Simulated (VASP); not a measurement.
Runs of VASP 6.6.1 on Mo. The structure is that of space group P6_3/mmc (No. 194), or close to it. The cells are those of the table. 

```tsv
level	cell	gap on the mesh (eV)	pressure (GPa)
PBE	a = 2.524, b = 2.524, c = 3.972 Å, angles 90.0, 90.0, 120.0°, 2 atoms	none	(a)
PBE	a = 2.650, b = 2.650, c = 4.132 Å, angles 90.0, 90.0, 120.0°, 2 atoms	none	93.4
RPBE	a = 2.662, b = 2.662, c = 4.620 Å, angles 90.0, 90.0, 120.0°, 2 atoms	none	43.4
PBE	a = 2.662, b = 2.662, c = 4.621 Å, angles 90.0, 90.0, 120.0°, 2 atoms	none	(b)
PBE	a = 2.379, b = 2.379, c = 3.813 Å, angles 90.0, 90.0, 120.0°, 2 atoms	none	368.8
```

Alike in all rows: task single point; potentials or basis VASP PAW PBE potentials, release 64 (Mo_sv); no spin polarisation; k mesh 15 × 15 × 8; cutoff (eV) 520; smearing fermi-dirac 0.08 eV.

**Question.** Fill in the values left out.

**Answer.** (a) 191.0; (b) 39.6.

Caveats: the PAW data sets were made with another functional, which shifts forces and pressure a little (some runs).

A k mesh can miss the band edges, and the runs leave out spin-orbit coupling on Mo.

A gap of «none» marks levels without a gap at the run's occupations.
